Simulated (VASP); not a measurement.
Input of a VASP 6.6.1 run:

The input INCAR:

```
SYSTEM = BN
  ALGO = Normal
  EDIFF = 1E-7
  ENCUT = 520
  GGA = PE
  ISIF = 2
  ISMEAR = -1
  LASPH = .True.
  LCHARG = .True.
  LELF = .True.
  LREAL = .False.
  LVHAR = .True.
  LWAVE = .False.
  NBANDS = 11
  NELM = 60
  PREC = Accurate
  SIGMA = 0.03
```

Contents of KPOINTS:

```
k-points
0
Gamma
  13 13 13
  0 0 0
```

File POSCAR:

```
BN
1.0
    0.0000000000      1.7830713297      1.7830713297
    1.7830713297      0.0000000000      1.7830713297
    1.7830713297      1.7830713297      0.0000000000
B N
1 1
Direct
    0.0000000000      0.0000000000      0.0000000000
    0.7500000000      0.7500000000      0.7500000000
```

Potentials or basis: VASP PAW PBE potentials, release 64 (B, N).

Command:

```sh
$ cat potpaw_PBE.64/B/POTCAR potpaw_PBE.64/N/POTCAR > POTCAR
$ mpirun -np 1 vasp_std > vasp.out
```

(1) What does it give for the pressure?

(2) Estimate the band gap on the k mesh.

Answers

(1) 20.2 GPa.

(2) 4.58 eV, indirect (least direct gap 9.02 eV).
